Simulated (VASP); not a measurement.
# LiF (P4/mmm) in VASP: notebook, part 2 of 2

VASP 6.6.1. Earlier steps stand in the parts before.

## (4) Single point, LDA (strain +0.0200 x Voigt [1, 1, 0, 0, 0, 0])

File INCAR:

```
SYSTEM = LiF
PREC     = Accurate       ! precision mode
ENCUT    = 520            ! plane-wave cutoff, eV
EDIFF    = 1E-6           ! SCF threshold, eV
ISMEAR   = 0              ! smearing method
SIGMA    = 0.05           ! smearing width, eV
LREAL    = .FALSE.        ! projectors in reciprocal space
LASPH    = .TRUE.         ! aspherical terms in the spheres
NELM     = 80             ! most SCF steps
ALGO     = Normal         ! electronic algorithm
ISIF     = 2              ! what is computed and relaxed
LWAVE    = .FALSE.        ! write WAVECAR
LCHARG   = .TRUE.         ! write CHGCAR
LELF     = .TRUE.         ! ELF
LVHAR    = .TRUE.       
NBANDS   = 12             ! bands
```

File KPOINTS:

```
Automatic mesh
0
G
  10 10 10
  0 0 0
```

File POSCAR:

```
LiF
1.0
    2.6107236600      0.0000000000      0.0000000000
    0.0000000000      2.6107236600      0.0000000000
    0.0000000000      0.0000000000      2.5595330000
Li F
1 1
Direct
    0.0000000000      0.0000000000      0.0000000000
    0.5000000000      0.5000000000      0.5000000000
```

Run with:

```console
$ cat potpaw_LDA.64/Li_sv/POTCAR potpaw_LDA.64/F/POTCAR > POTCAR
$ mpirun -np 1 vasp_std > vasp.out
```

It took 18 s on 1 thread of Intel Xeon 8259CL, shared host; peak memory 0.13 GiB.

The run converged. Its results:

```
Free energy            : -9.8304 eV
Band gap on the k mesh : 6.90 eV (least direct gap 7.50 eV)
```

Levels at points of the mesh, in eV from the valence-band top:
| k point | band 2 | band 3 | band 4 | band 5 | band 6 | band 7 | band 8 | band 9 |
| --- | --- | --- | --- | --- | --- | --- | --- | --- |
| (0.00, 0.00, 0.00) | -20.34 | -0.80 | -0.80 | -0.60 | 6.90 | 17.85 | 18.34 | 19.79 |
| (0.50, 0.00, 0.00) | -19.91 | -3.66 | -0.42 | -0.25 | 8.54 | 13.12 | 19.15 | 19.88 |
| (0.50, 0.50, 0.00) | -19.43 | -3.27 | -3.27 | 0.00 | 12.57 | 12.90 | 12.90 | 18.77 |
| (0.00, 0.00, 0.50) | -19.85 | -3.66 | -0.39 | -0.39 | 8.42 | 13.38 | 19.36 | 19.36 |
| (0.50, 0.00, 0.50) | -19.37 | -3.26 | -3.19 | -0.13 | 12.74 | 12.74 | 13.05 | 18.45 |
| (0.50, 0.50, 0.50) | -18.97 | -2.31 | -2.23 | -2.23 | 10.42 | 10.58 | 10.58 | 22.89 |

Caveat: the cell differs from its parent crystal (strain +0.0200 x Voigt [1, 1, 0, 0, 0, 0]); the cutoff is under 1.25 times the usual one of these potentials, so pressure, stress and relaxed cells hold a basis-set (Pulay) error. A k mesh can miss the band edges.

## (5) Single point, LDA (strain +0.0100 x Voigt [1, 1, 0, 0, 0, 0])

File INCAR:

```
SYSTEM = LiF
PREC = Accurate
ENCUT = 520
EDIFF = 1E-6
ISMEAR = 0
SIGMA = 0.05
LREAL = .False.
LASPH = .True.
NELM = 80
ALGO = Normal
ISIF = 2
LWAVE = .False.
LCHARG = .False.
GGA = CA
NBANDS = 12
```

File KPOINTS:

```
regular mesh
0
Gamma
  10 10 10
  0 0 0
```

File POSCAR:

```
LiF
1.0
    2.5851283300      0.0000000000      0.0000000000
    0.0000000000      2.5851283300      0.0000000000
    0.0000000000      0.0000000000      2.5595330000
Li F
1 1
Direct
    0.0000000000      0.0000000000      0.0000000000
    0.5000000000      0.5000000000      0.5000000000
```

Potentials or basis: VASP PAW LDA potentials, release 64 (Li_sv, F).

Run with:

```console
$ cat potpaw_LDA.64/Li_sv/POTCAR potpaw_LDA.64/F/POTCAR > POTCAR
$ mpirun -np 1 vasp_std > vasp.out
```

OUTCAR:

```text
SYSTEM = LiF
   PREC = Accurate
   ENCUT = 520
   EDIFF = 1E-6
   ISMEAR = 0
   LREAL = .False.
   LASPH = .True.
   NELM = 80
   ISIF = 2
   GGA = CA

 ion  position               nearest neighbor table
   1  0.000  0.000  0.000-   2 2.23   2 2.23   2 2.23   2 2.23   2 2.23   2 2.23   2 2.23   2 2.23

   2  0.500  0.500  0.500-   1 2.23   1 2.23   1 2.23   1 2.23   1 2.23   1 2.23   1 2.23   1 2.23

  LATTYP: Found a simple tetragonal cell.
 ALAT       =     2.5851283300
 C/A-ratio  =     0.9900990099

  Lattice vectors:

[... 549 lines left out ...]

  FORCE on cell =-STRESS in cart. coord.  units (eV):
  Direction    XX          YY          ZZ          XY          YZ          ZX
  --------------------------------------------------------------------------------------
  -------------------------------------------------------------------------------------
  Total       -1.0461721     -1.0461721     -0.7686435      0.0000000      0.0000000      0.0000000
  in kB      -97.9915818    -97.9915818    -71.9963683      0.0000000      0.0000000      0.0000000
  external PRESSURE =     -89.3265106 kB  Pullay stress =       0.0000000 kB

 VOLUME and BASIS-vectors are now :
 -----------------------------------------------------------------------------
  energy-cutoff  :      520.00
  volume of cell :       17.11
      direct lattice vectors                 reciprocal lattice vectors
     2.585128330  0.000000000  0.000000000     0.386827992  0.000000000  0.000000000
     0.000000000  2.585128330  0.000000000     0.000000000  0.386827992  0.000000000
     0.000000000  0.000000000  2.559533000     0.000000000  0.000000000  0.390696272

 POSITION                                       TOTAL-FORCE (eV/Angst)
 -----------------------------------------------------------------------------------
      0.00000      0.00000      0.00000         0.000000      0.000000      0.000000
      1.29256      1.29256      1.27977         0.000000      0.000000      0.000000
 -----------------------------------------------------------------------------------
    total drift:                                0.000000      0.000000      0.000000

  FREE ENERGIE OF THE ION-ELECTRON SYSTEM (eV)
  ---------------------------------------------------
  free  energy   TOTEN  =        -9.8521479511 eV

  energy  without entropy=       -9.8521479511  energy(sigma->0) =       -9.85214795
```

OSZICAR:

```text
N       E                     dE             d eps       ncg     rms          rms(c)
DAV:   1     0.306344880398E+02    0.30634E+02   -0.53046E+03  3140   0.838E+02
DAV:   2    -0.932985517123E+01   -0.39964E+02   -0.39104E+02  3792   0.185E+02
DAV:   3    -0.103630090704E+02   -0.10332E+01   -0.10318E+01  3832   0.256E+01
DAV:   4    -0.103710414356E+02   -0.80324E-02   -0.80318E-02  3384   0.260E+00
DAV:   5    -0.103711292209E+02   -0.87785E-04   -0.87785E-04  3860   0.212E-01    0.420E+00
DAV:   6    -0.988394725138E+01    0.48718E+00   -0.23662E+00  3128   0.897E+00    0.141E+00
DAV:   7    -0.986351537205E+01    0.20432E-01   -0.16852E-02  3920   0.110E+00    0.795E-01
DAV:   8    -0.985215187134E+01    0.11364E-01   -0.15735E-02  4328   0.115E+00    0.111E-01
DAV:   9    -0.985213867595E+01    0.13195E-04   -0.53435E-04  3484   0.220E-01    0.435E-02
DAV:  10    -0.985214841926E+01   -0.97433E-05   -0.39161E-05  3776   0.472E-02    0.544E-03
DAV:  11    -0.985214795111E+01    0.46815E-06   -0.97384E-07  2908   0.789E-03
   1 F= -.98521480E+01 E0= -.98521480E+01  d E =-.459049E-12
```

stdout:

```text
POSCAR found type information on POSCAR LiF
 POSCAR found :  2 types and       2 ions
 scaLAPACK will be used
 LDA part: xc-table for (Slater(with rela. corr.)+CA(PZ))
 , standard interpolation
 POSCAR, INCAR and KPOINTS ok, starting setup
 FFT: planning ... GRIDC
 FFT: planning ... GRID_SOFT
 FFT: planning ... GRID
 WAVECAR not read
 entering main loop
```

Run time: 23 s. Hardware: 1 thread of Intel Xeon 8259CL, shared host; peak memory 0.13 GiB.

What came out:

* Free energy: -9.8521 eV
* Band gap on the k mesh: 7.10 eV (least direct gap 7.74 eV)

Levels at points of the mesh, in eV from the valence-band top:
| k point | band 1 | band 2 | band 3 | band 4 | band 5 | band 6 | band 7 | band 8 | band 9 | band 10 |
| --- | --- | --- | --- | --- | --- | --- | --- | --- | --- | --- |
| (0.00, 0.00, 0.00) | -41.71 | -20.37 | -0.75 | -0.75 | -0.64 | 7.10 | 18.13 | 18.38 | 20.15 | 20.15 |
| (0.50, 0.00, 0.00) | -41.67 | -19.92 | -3.70 | -0.35 | -0.26 | 8.66 | 13.41 | 19.52 | 19.89 | 23.56 |
| (0.50, 0.50, 0.00) | -41.63 | -19.40 | -3.30 | -3.30 | 0.00 | 12.80 | 13.09 | 13.09 | 18.92 | 23.34 |
| (0.00, 0.00, 0.50) | -41.66 | -19.89 | -3.70 | -0.34 | -0.34 | 8.60 | 13.54 | 19.63 | 19.63 | 23.48 |
| (0.50, 0.00, 0.50) | -41.62 | -19.37 | -3.29 | -3.26 | -0.07 | 12.88 | 13.01 | 13.16 | 18.75 | 23.12 |
| (0.50, 0.50, 0.50) | -41.59 | -18.95 | -2.30 | -2.26 | -2.26 | 10.56 | 10.64 | 10.64 | 23.29 | 23.29 |

Caveat: the cell differs from its parent crystal (strain +0.0100 x Voigt [1, 1, 0, 0, 0, 0]); the cutoff is under 1.25 times the usual one of these potentials, so pressure, stress and relaxed cells hold a basis-set (Pulay) error. A k mesh can miss the band edges.

## (6) Summary

```csv
cell,gap on the mesh (eV)
"a = 2.547, b = 2.547, c = 2.560 Å, 2 atoms",7.37
"a = 2.598, b = 2.598, c = 2.560 Å, 2 atoms",7.00
"a = 2.611, b = 2.611, c = 2.560 Å, 2 atoms",6.90
"a = 2.585, b = 2.585, c = 2.560 Å, 2 atoms",7.10
```

Alike in all rows: task single point; level LDA; potentials or basis VASP PAW LDA potentials, release 64 (Li_sv, F); no spin polarisation; k mesh 10 × 10 × 10; cutoff (eV) 520; smearing gaussian 0.05 eV.

Caveats: the cutoff is under 1.25 times the usual one of these potentials, so pressure, stress and relaxed cells hold a basis-set (Pulay) error.

Total energies depend on the potentials used, so only differences within one code and one set of settings carry meaning.
